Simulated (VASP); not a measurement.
# MgO (MgO (100), 3 layers) in VASP: further runs

The runs below take MgO (MgO (100), 3 layers) through single point, with LDA.

Program: VASP 6.6.1. These are calculated values, not measurements. Logs are shortened: lines on timing, memory, paths and dates and some standing lists are left out, and cuts for length are marked.

### Step 1. The cell of the first run

The cell holds a slab with vacuum, 6 atoms: a = 2.941 Å, b = 2.941 Å, c = 20.159 Å, α = 90.00°, β = 90.00°, γ = 90.00°.

### Step 2. Single point, LDA

Input file INCAR:

```
ALGO = Normal
DIPOL = 0.5 0.5 0.500
EDIFF = 1E-7
EFIELD = -0.3
ENCUT = 520
IDIPOL = 3
ISIF = 2
ISMEAR = -1
LASPH = True
LCHARG = True
LDIPOL = True
LELF = True
LREAL = False
LVACPOTAV = True
LVHAR = True
LWAVE = False
NBANDS = 21
NELM = 60
PREC = Accurate
SIGMA = 0.02
```

Input file KPOINTS:

```
k-points
0
Gamma
  10 10 1
```

Input file POSCAR:

```
MgO
1.0
    2.9410256062      0.0000000000      0.0000000000
    0.0000000000      2.9410256062      0.0000000000
    0.0000000000      0.0000000000     20.1592000000
Mg O
3 3
Direct
    0.2500000000      0.2500000000      0.3977374705
    0.7500000000      0.7500000000      0.5000000009
    0.2500000000      0.2500000000      0.6022625296
    0.7500000000      0.7500000000      0.3958008403
    0.2500000000      0.2500000000      0.4999999986
    0.7500000000      0.7500000000      0.6041991602
```

Potentials or basis: VASP PAW LDA potentials, release 64 (Mg, O).

Started as:

```bash
$ cat potpaw_LDA.64/Mg/POTCAR potpaw_LDA.64/O/POTCAR > POTCAR
$ mpirun -np 1 vasp_std > vasp.out
```

OUTCAR:

```text
EDIFF = 1E-7
   ENCUT = 520
   ISIF = 2
   ISMEAR = -1
   LASPH = True
   LREAL = False
   NELM = 60
   PREC = Accurate

 ion  position               nearest neighbor table
   1  0.250  0.250  0.398-   5 2.06   4 2.08   4 2.08   4 2.08   4 2.08   2 2.93   2 2.93   2 2.93
                             2 2.93
   2  0.750  0.750  0.500-   5 2.08   5 2.08   5 2.08   5 2.08   6 2.10   4 2.10   3 2.93   3 2.93
                             3 2.93   3 2.93   1 2.93   1 2.93   1 2.93   1 2.93
   3  0.250  0.250  0.602-   5 2.06   6 2.08   6 2.08   6 2.08   6 2.08   2 2.93   2 2.93   2 2.93
                             2 2.93
   4  0.750  0.750  0.396-   1 2.08   1 2.08   1 2.08   1 2.08   2 2.10
   5  0.250  0.250  0.500-   1 2.06   3 2.06   2 2.08   2 2.08   2 2.08   2 2.08
   6  0.750  0.750  0.604-   3 2.08   3 2.08   3 2.08   3 2.08   2 2.10

  LATTYP: Found a simple tetragonal cell.
 ALAT       =     2.9410256062
 C/A-ratio  =     6.8544795929

  Lattice vectors:

 A1 = (   2.9410256062,   0.0000000000,   0.0000000000)
 A2 = (   0.0000000000,   2.9410256062,   0.0000000000)
 A3 = (   0.0000000000,   0.0000000000,  20.1592000000)

Analysis of symmetry for initial positions (statically):
=====================================================================
 Subroutine PRICEL returns:
 Original cell was already a primitive cell.

 Routine SETGRP: Setting up the symmetry group for a
 simple tetragonal supercell.

 Subroutine GETGRP returns: Found 16 space group operations
 (whereof  4 operations were pure point group operations)
 out of a pool of 16 trial point group operations.

The static configuration has the point symmetry C_2v.
 The point group associated with its full space group is D_4h.

Analysis of symmetry for dynamics (positions and initial velocities):
=====================================================================
 An external electric field (EFIELD) may reduce the allowed symmetry operations
 Subroutine PRICEL returns:
 Original cell was already a primitive cell.

 Routine SETGRP: Setting up the symmetry group for a
 simple tetragonal supercell.

 Subroutine GETGRP returns: Found  8 space group operations
 (whereof  2 operations were pure point group operations)
 out of a pool of 16 trial point group operations.

The dynamic configuration has the point symmetry C_1h.
 The point group associated with its full space group is C_4v.

 Subroutine INISYM returns: Found  8 space group operations
 (whereof  2 operations are pure point group operations),
 and found     1 'primitive' translations

[... 103 lines left out ...]
   NFREE  =      0    steps in history (QN), initial steepest desc. (CG)
   ISIF   =      2    stress and relaxation
   ISYM   =      2    0-nonsym 1-usesym 2-fastsym
   POTIM  = 0.5000    time-step for ionic-motion
   TEBEG  =    0.0;   TEEND  =   0.0 temperature during run
   PSTRESS=    0.0 pullay stress
   NELECT =      24.0000    total number of electrons
   NUPDOWN=      -1.0000    fix difference up-down
   EMIN   =  10.00;   EMAX   =-10.00  energy-range for DOS
   EFERMI =   0.00;   METHOD = LEGACY
   ISMEAR =    -1;   SIGMA  =   0.02  broadening in eV -4-tet -1-fermi 0-gaus
   EFERMI_NEDOS =   21; number of points for ismear=-14 and -15
   IALGO  =     38    algorithm
   IMIX   =      4    mixing-type and parameters
     AMIX     =   0.40;   BMIX     =  1.00
     AMIX_MAG =   1.60;   BMIX_MAG =  1.00
  volume/ion in A,a.u.               =      29.06       196.12
  Fermi-wavevector in a.u.,A,eV,Ry     =   0.845256  1.597302  9.720788  0.714458
  Thomas-Fermi vector in A             =   1.960415
   LORBIT       =      0    0 simple, 1 ext, 2 COOP (PROOUT), +10 PAW based schemes
   GGA     = CA    functional components
   LHFCALC =     F    Hartree Fock is set to
   AEXX    =    0.0000 exact exchange contribution
   IVDW    =     0    specifies the selected vdW correction
   LEPSILON=     F    determine dielectric tensor
   LRPA    =     F    only Hartree local field effects (RPA)
 non-spin polarized calculation
  energy-cutoff  :      520.00
  volume of cell :      174.37
 maximum number of plane-waves:      4763
 NGX is ok and might be reduce to    24
   NGX = 11   NGY = 11   NGZ = 75

 dipolmoment           0.000000      0.000000      0.000000 electrons x Angstroem

 number of electron      23.9999980 magnetization

 dipolmoment           0.000000      0.000000     -0.075452 electrons x Angstroem

 Free energy of the ion-electron system (eV)
  ---------------------------------------------------
  ext. energy  EPLUGINS =         0.00000000
  ---------------------------------------------------
  free energy    TOTEN  =       -38.97760941 eV

  energy without entropy =      -38.97760941  energy(sigma->0) =      -38.97760941

 E-fermi :  -2.2841     XC(G=0):  -4.4320

 val. band max:       -2.7796954049   @ k =   0.0000   0.0000   0.0000
 cond. band min:       0.5078010437   @ k =   0.0000   0.0000   0.0000
 fundamental gap:      3.2874964486
 Fermi energy:        -2.2841109085

 k-point     1 :       0.0000    0.0000    0.0000
  band No.  band energies     occupation
      1     -19.6340      2.00000
      2     -18.7174      2.00000
      3     -18.2010      2.00000
      4      -6.4176      2.00000
      5      -4.8561      2.00000
      6      -3.9479      2.00000
[... 493 lines left out ...]
     20       9.1518      0.00000
     21       9.1518      0.00000

------------------------ aborting loop because EDIFF is reached ----------------------------------------

  FORCE on cell =-STRESS in cart. coord.  units (eV):
  Direction    XX          YY          ZZ          XY          YZ          ZX
  --------------------------------------------------------------------------------------
  -------------------------------------------------------------------------------------
  Total       -4.2668847     -4.2668847     -0.3192763     -0.0000000      0.0000000      0.0000000
  in kB      -39.2058241    -39.2058241     -2.9336367     -0.0000000      0.0000000      0.0000000
  external PRESSURE =     -27.1150949 kB  Pullay stress =       0.0000000 kB

 VOLUME and BASIS-vectors are now :
 -----------------------------------------------------------------------------
  energy-cutoff  :      520.00
  volume of cell :      174.37
      direct lattice vectors                 reciprocal lattice vectors
     2.941025606  0.000000000  0.000000000     0.340017441  0.000000000  0.000000000
     0.000000000  2.941025606  0.000000000     0.000000000  0.340017441  0.000000000
     0.000000000  0.000000000 20.159200000     0.000000000  0.000000000  0.049605143

 POSITION                                       TOTAL-FORCE (eV/Angst)
 -----------------------------------------------------------------------------------
      0.73526      0.73526      8.01807         0.000000     -0.000000      0.202346
      2.20577      2.20577     10.07960         0.000000     -0.000000      0.181291
      0.73526      0.73526     12.14113        -0.000000     -0.000000      0.118883
      2.20577      2.20577      7.97903         0.000000     -0.000000     -0.146533
      0.73526      0.73526     10.07960         0.000000      0.000000     -0.180941
      2.20577      2.20577     12.18017         0.000000     -0.000000     -0.175046
 -----------------------------------------------------------------------------------
    total drift:                                0.000000      0.000000     -0.000027

  FREE ENERGIE OF THE ION-ELECTRON SYSTEM (eV)
  ---------------------------------------------------
  free  energy   TOTEN  =       -38.9776094103 eV

  energy  without entropy=      -38.9776094103  energy(sigma->0) =      -38.97760941
```

stdout:

```text
POSCAR found type information on POSCAR MgO
 POSCAR found :  2 types and       6 ions
 scaLAPACK will be used
 LDA part: xc-table for (Slater(with rela. corr.)+CA(PZ))
 , standard interpolation
 POSCAR, INCAR and KPOINTS ok, starting setup
 FFT: planning ... GRIDC
[... 28 lines left out ...]
|                                                                             |
|     Did not find any points to average over, which means that no vacuum     |
|     field-free region was found. Please increase the size of  your cell     |
|     in the dimension of the dipole correction to obtain accurate            |
|     workfunction values.                                                    |
|                                                                             |
 -----------------------------------------------------------------------------
```

Run time: 2.3 min. Hardware: 1 thread of Intel Xeon Platinum 8488C (Sapphire Rapids), shared host; peak memory 0.26 GiB.

What came out:

```yaml
Free_energy: -38.9776 eV
Largest_force: 0.202 eV/Å
Band_gap_on_the_k_mesh: 3.29 eV, direct
```

Forces on the atoms (eV/Å):
```
Mg   0.000  0.000  0.202
Mg   0.000  0.000  0.181
Mg   0.000  0.000  0.119
O    0.000  0.000 -0.147
O    0.000  0.000 -0.181
O    0.000  0.000 -0.175
```

### Step 3. Single point, LDA

Input file INCAR:

```
SYSTEM = MgO
PREC = Accurate
ENCUT = 520
EDIFF = 1E-6
ISMEAR = -1
SIGMA = 0.02
LREAL = .FALSE.
LASPH = .TRUE.
NELM = 80
ALGO = Normal
ISIF = 2
LWAVE = .FALSE.
LCHARG = .FALSE.
NBANDS = 21
```

Input file KPOINTS:

```
Automatic mesh
0
G
  10 10 1
  0 0 0
```

POSCAR is that of step 2.

Potentials or basis: VASP PAW LDA potentials, release 64 (Mg, O).

Started as:

```bash
$ cat potpaw_LDA.64/Mg/POTCAR potpaw_LDA.64/O/POTCAR > POTCAR
$ mpirun -np 1 vasp_std > vasp.out
```

It took 2.2 min on 1 thread of Intel Xeon Platinum 8488C (Sapphire Rapids), shared host; peak memory 0.25 GiB.

Results (log left out):

```yaml
Free_energy: -38.9663 eV
Largest_force: 0.045 eV/Å
Band_gap_on_the_k_mesh: 3.63 eV, direct
```

Forces in eV/Å, atoms in the order of the input:
```
Mg   0.000  0.000  0.045
Mg   0.000  0.000  0.000
Mg   0.000  0.000 -0.045
O    0.000  0.000  0.013
O    0.000  0.000  0.000
O    0.000  0.000 -0.013
```

Levels at points of the mesh, in eV from the valence-band top:
| k point | band 9 | band 10 | band 11 | band 12 | band 13 | band 14 | band 15 | band 16 |
| --- | --- | --- | --- | --- | --- | --- | --- | --- |
| (0.00, 0.00, 0.00) | -0.36 | -0.36 | 0.00 | 0.00 | 3.63 | 4.16 | 5.58 | 6.34 |
| (0.50, 0.00, 0.00) | -0.73 | -0.54 | -0.29 | -0.29 | 6.79 | 6.97 | 7.90 | 8.33 |
| (0.50, 0.50, 0.00) | -1.75 | -1.70 | -0.74 | -0.50 | 8.50 | 8.81 | 9.62 | 9.62 |
